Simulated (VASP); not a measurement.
# Ru (P6_3/mmc) in VASP: a series of runs

Runs on Ru. Level: PBE. Tasks: single point.

All numbers are computed with VASP 6.6.1; they aren't measurements. Logs are shortened: lines on timing, memory, paths and dates and some standing lists are left out, and cuts for length are marked.

## 1. The cell of the first run

Symmetry: P6_3/mmc, No. 194, hexagonal system. The conventional cell has a = 2.410 Å, b = 2.410 Å, c = 3.850 Å, α = 90.00°, β = 90.00°, γ = 120.00°. Within 3.1 Å of Ru (site symmetry -6m2) lie 12 Ru at 2.38 to 2.41 Å.

## 2. Single point, PBE

INCAR reads:

```
PREC = Accurate
ENCUT = 520
EDIFF = 1E-7
ISMEAR = -1
SIGMA = 0.05
LREAL = F
LASPH = T
NELM = 100
ALGO = Normal
ISIF = 2
LWAVE = F
LCHARG = F
GGA = PE
NBANDS = 21
```

KPOINTS reads:

```
regular mesh
0
Gamma
  18 18 10
```

POSCAR reads:

```
Ru
1.0
    2.4097189705      0.0000000000      0.0000000000
   -1.2048594853      2.0868778445      0.0000000000
    0.0000000000      0.0000000000      3.8501403993
Ru
2
Direct
    0.3333333333      0.6666666667      0.2500000000
    0.6666666667      0.3333333333      0.7500000000
```

Potentials or basis: VASP PAW PBE potentials, release 64 (Ru_pv).

Started as:

```
cat potpaw_PBE.64/Ru_pv/POTCAR > POTCAR
mpirun -np 1 vasp_std > vasp.out
```

OUTCAR:

```text
PREC = Accurate
   ENCUT = 520
   EDIFF = 1E-7
   ISMEAR = -1
   LREAL = F
   LASPH = T
   NELM = 100
   ISIF = 2
   GGA = PE

 ion  position               nearest neighbor table
   1  0.333  0.667  0.250-   2 2.38   2 2.38   2 2.38   2 2.38   2 2.38   2 2.38
   2  0.667  0.333  0.750-   1 2.38   1 2.38   1 2.38   1 2.38   1 2.38   1 2.38

  LATTYP: Found a hexagonal cell.
 ALAT       =     2.4097189705
 C/A-ratio  =     1.5977549442

  Lattice vectors:

 A1 = (   2.4097189705,   0.0000000000,   0.0000000000)
 A2 = (  -1.2048594853,   2.0868778445,   0.0000000000)
 A3 = (   0.0000000000,   0.0000000000,   3.8501403993)

Analysis of symmetry for initial positions (statically):
=====================================================================
 Subroutine PRICEL returns:
 Original cell was already a primitive cell.

 Routine SETGRP: Setting up the symmetry group for a
 hexagonal supercell.

 Subroutine GETGRP returns: Found 24 space group operations
 (whereof 12 operations were pure point group operations)
 out of a pool of 24 trial point group operations.

The static configuration has the point symmetry D_3d.
 The point group associated with its full space group is D_6h.

Analysis of symmetry for dynamics (positions and initial velocities):
=====================================================================
 Subroutine PRICEL returns:
 Original cell was already a primitive cell.

 Routine SETGRP: Setting up the symmetry group for a
 hexagonal supercell.

 Subroutine GETGRP returns: Found 24 space group operations
 (whereof 12 operations were pure point group operations)
 out of a pool of 24 trial point group operations.

The dynamic configuration has the point symmetry D_3d.
 The point group associated with its full space group is D_6h.

 Subroutine INISYM returns: Found 24 space group operations
 (whereof 12 operations are pure point group operations),
 and found     1 'primitive' translations

----------------------------------------------------------------------------------------

                                     Primitive cell

  volume of cell :      19.3615

  direct lattice vectors                    reciprocal lattice vectors
     2.409718971  0.000000000  0.000000000     0.414986151  0.239592366  0.000000000
    -1.204859485  2.086877845  0.000000000     0.000000000  0.479184732  0.000000000
     0.000000000  0.000000000  3.850140399     0.000000000  0.000000000  0.259730788

[... 79 lines left out ...]
   LSORBIT =      F    spin-orbit coupling
   LASPH  =      T    aspherical Exc in radial PAW
   ENCUT  =  520.0 eV  38.22 Ry    6.18 a.u.   4.48  4.48  7.16*2*pi/ulx,y,z
   NELM   =    100;   NELMIN=  2; NELMDL= -5     # of ELM steps
   EDIFF  = 0.1E-06   stopping-criterion for ELM
   LREAL  =      F    real-space projection
   EDIFFG = 0.1E-05   stopping-criterion for IOM
   NSW    =      0    number of steps for IOM
   IBRION =     -1    ionic relax: 0-MD 1-quasi-New 2-CG
   NFREE  =      0    steps in history (QN), initial steepest desc. (CG)
   ISIF   =      2    stress and relaxation
   ISYM   =      2    0-nonsym 1-usesym 2-fastsym
   POTIM  = 0.5000    time-step for ionic-motion
   TEBEG  =    0.0;   TEEND  =   0.0 temperature during run
   PSTRESS=    0.0 pullay stress
   NELECT =      28.0000    total number of electrons
   NUPDOWN=      -1.0000    fix difference up-down
   EMIN   =  10.00;   EMAX   =-10.00  energy-range for DOS
   EFERMI =   0.00;   METHOD = LEGACY
   ISMEAR =    -1;   SIGMA  =   0.05  broadening in eV -4-tet -1-fermi 0-gaus
   EFERMI_NEDOS =   21; number of points for ismear=-14 and -15
   IALGO  =     38    algorithm
   IMIX   =      4    mixing-type and parameters
     AMIX     =   0.40;   BMIX     =  1.00
     AMIX_MAG =   1.60;   BMIX_MAG =  1.00
  volume/ion in A,a.u.               =       9.68        65.33
  Fermi-wavevector in a.u.,A,eV,Ry     =   1.851317  3.498482 46.632275  3.427376
  Thomas-Fermi vector in A             =   2.901311
   LORBIT       =      0    0 simple, 1 ext, 2 COOP (PROOUT), +10 PAW based schemes
   GGA     = PE    functional components
   LHFCALC =     F    Hartree Fock is set to
   AEXX    =    0.0000 exact exchange contribution
   IVDW    =     0    specifies the selected vdW correction
   LEPSILON=     F    determine dielectric tensor
   LRPA    =     F    only Hartree local field effects (RPA)
 non-spin polarized calculation
  energy-cutoff  :      520.00
  volume of cell :       19.36
 maximum number of plane-waves:       543
 NGX is ok and might be reduce to    18
   NGX =  9   NGY =  9   NGZ = 15

 number of electron      28.0000002 magnetization

 Free energy of the ion-electron system (eV)
  ---------------------------------------------------
  ext. energy  EPLUGINS =         0.00000000
  ---------------------------------------------------
  free energy    TOTEN  =       -13.83742516 eV

  energy without entropy =      -13.82850688  energy(sigma->0) =      -13.83296602

 E-fermi :  20.0752     XC(G=0): -16.3219

 val. band max:       20.0626740766   @ k =   0.3333   0.0556   0.3000
 cond. band min:      20.0836437237   @ k =   0.1111   0.0556   0.4000
 fundamental gap:      0.0209696471
 Fermi energy:        20.0751934202

 k-point     1 :       0.0000    0.0000    0.0000
  band No.  band energies     occupation
      1     -25.5749      2.00000
      2     -22.8854      2.00000
      3     -22.8854      2.00000
      4     -22.4472      2.00000
      5     -22.4472      2.00000
      6     -22.3607      2.00000
[... 565 lines left out ...]
     20      31.1865      0.00000
     21      34.9288      0.00000

 [... further k-points ...]

------------------------ aborting loop because EDIFF is reached ----------------------------------------

  FORCE on cell =-STRESS in cart. coord.  units (eV):
  Direction    XX          YY          ZZ          XY          YZ          ZX
  --------------------------------------------------------------------------------------
  -------------------------------------------------------------------------------------
  Total       30.5528921     30.5528921     30.5658408     -0.0000000     -0.0000000      0.0000000
  in kB     2528.2668848   2528.2668849   2529.3383964     -0.0000001     -0.0000000      0.0000000
  external PRESSURE =    2528.6240554 kB  Pullay stress =       0.0000000 kB

 VOLUME and BASIS-vectors are now :
 -----------------------------------------------------------------------------
  energy-cutoff  :      520.00
  volume of cell :       19.36
      direct lattice vectors                 reciprocal lattice vectors
     2.409718971  0.000000000  0.000000000     0.414986151  0.239592366  0.000000000
    -1.204859485  2.086877845  0.000000000     0.000000000  0.479184732  0.000000000
     0.000000000  0.000000000  3.850140399     0.000000000  0.000000000  0.259730788

 POSITION                                       TOTAL-FORCE (eV/Angst)
 -----------------------------------------------------------------------------------
     -0.00000      1.39125      0.96254         0.000000      0.000000      0.000000
      1.20486      0.69563      2.88761        -0.000000     -0.000000      0.000000
 -----------------------------------------------------------------------------------
    total drift:                               -0.000000      0.000000     -0.000000

  FREE ENERGIE OF THE ION-ELECTRON SYSTEM (eV)
  ---------------------------------------------------
  free  energy   TOTEN  =       -13.8374251557 eV

  energy  without entropy=      -13.8285068755  energy(sigma->0) =      -13.83296602
```

stdout:

```text
POSCAR found type information on POSCAR Ru
 POSCAR found :  1 types and       2 ions
 scaLAPACK will be used
 LDA part: xc-table for (Slater+PW92), standard interpolation
 POSCAR, INCAR and KPOINTS ok, starting setup
 FFT: planning ... GRIDC
 FFT: planning ... GRID_SOFT
 FFT: planning ... GRID
 WAVECAR not read
 entering main loop
```

It took 2.3 min on 1 thread of Intel Xeon 8259CL, shared host; peak memory 0.19 GiB.

What came out:

```
Free energy            : -13.8374 eV
Pressure               : 252.9 GPa
Band gap on the k mesh : zero (bands 14 and 15 overlap by 5.31 eV)
```

Stress tensor (GPa, compression positive):
```
252.83   0.00   0.00
  0.00 252.83   0.00
  0.00   0.00 252.93
```

Caveat: the cell stands under pressure.

## 3. Single point, PBE

INCAR reads:

```
PREC = Accurate
ENCUT = 520
EDIFF = 1E-6
ISMEAR = -1
SIGMA = 0.05
LREAL = F
LASPH = T
NELM = 80
ALGO = Normal
ISIF = 2
LWAVE = F
LCHARG = F
GGA = PE
NBANDS = 21
```

KPOINTS reads:

```
Automatic mesh
0
Gamma
  18 18 10
```

POSCAR reads:

```
Ru
1.0
    2.4098675966      0.0000000000      0.0000000000
   -1.2049337983      2.0870065584      0.0000000000
    0.0000000000      0.0000000000      3.8494727673
Ru
2
Direct
    0.3333333333      0.6666666667      0.2500000000
    0.6666666667      0.3333333333      0.7500000000
```

Potentials or basis: VASP PAW PBE potentials, release 64 (Ru_pv).

Started as:

```
cat potpaw_PBE.64/Ru_pv/POTCAR > POTCAR
mpirun -np 1 vasp_std > vasp.out
```

OUTCAR:

```text
PREC = Accurate
   ENCUT = 520
   EDIFF = 1E-6
   ISMEAR = -1
   LREAL = F
   LASPH = T
   NELM = 80
   ISIF = 2
   GGA = PE

 ion  position               nearest neighbor table
   1  0.333  0.667  0.250-   2 2.37   2 2.37   2 2.37   2 2.37   2 2.37   2 2.37
   2  0.667  0.333  0.750-   1 2.37   1 2.37   1 2.37   1 2.37   1 2.37   1 2.37

  LATTYP: Found a hexagonal cell.
 ALAT       =     2.4098675966
 C/A-ratio  =     1.5973793634

  Lattice vectors:

[... 764 lines left out ...]

------------------------ aborting loop because EDIFF is reached ----------------------------------------

  FORCE on cell =-STRESS in cart. coord.  units (eV):
  Direction    XX          YY          ZZ          XY          YZ          ZX
  --------------------------------------------------------------------------------------
  -------------------------------------------------------------------------------------
  Total       30.5468231     30.5468231     30.5964571      0.0000000      0.0000000     -0.0000000
  in kB     2527.8912423   2527.8912423   2531.9986819      0.0000000      0.0000000     -0.0000000
  external PRESSURE =    2529.2603888 kB  Pullay stress =       0.0000000 kB

 VOLUME and BASIS-vectors are now :
 -----------------------------------------------------------------------------
  energy-cutoff  :      520.00
  volume of cell :       19.36
      direct lattice vectors                 reciprocal lattice vectors
     2.409867597  0.000000000  0.000000000     0.414960557  0.239577589  0.000000000
    -1.204933798  2.087006558  0.000000000     0.000000000  0.479155178  0.000000000
     0.000000000  0.000000000  3.849472767     0.000000000  0.000000000  0.259775834

 POSITION                                       TOTAL-FORCE (eV/Angst)
 -----------------------------------------------------------------------------------
     -0.00000      1.39134      0.96237         0.000000      0.000000      0.000000
      1.20493      0.69567      2.88710        -0.000000     -0.000000      0.000000
 -----------------------------------------------------------------------------------
    total drift:                                0.000000     -0.000000      0.000000

  FREE ENERGIE OF THE ION-ELECTRON SYSTEM (eV)
  ---------------------------------------------------
  free  energy   TOTEN  =       -13.8358889147 eV

  energy  without entropy=      -13.8269806180  energy(sigma->0) =      -13.83143477
```

stdout:

```text
POSCAR found type information on POSCAR Ru
 POSCAR found :  1 types and       2 ions
 scaLAPACK will be used
 LDA part: xc-table for (Slater+PW92), standard interpolation
 POSCAR, INCAR and KPOINTS ok, starting setup
 FFT: planning ... GRIDC
 FFT: planning ... GRID_SOFT
 FFT: planning ... GRID
 WAVECAR not read
 entering main loop
```

It took 2 min on 1 thread of Intel Xeon 8259CL, shared host; peak memory 0.18 GiB.

What came out:

| Item | Value |
| --- | --- |
| Free energy | -13.8359 eV |
| Pressure | 252.9 GPa |
| Band gap on the k mesh | zero (bands 14 and 15 overlap by 5.31 eV) |

Caveat: the cell stands under pressure.

The gap in the log of VASP goes by the Fermi energy; the results here count the filled bands.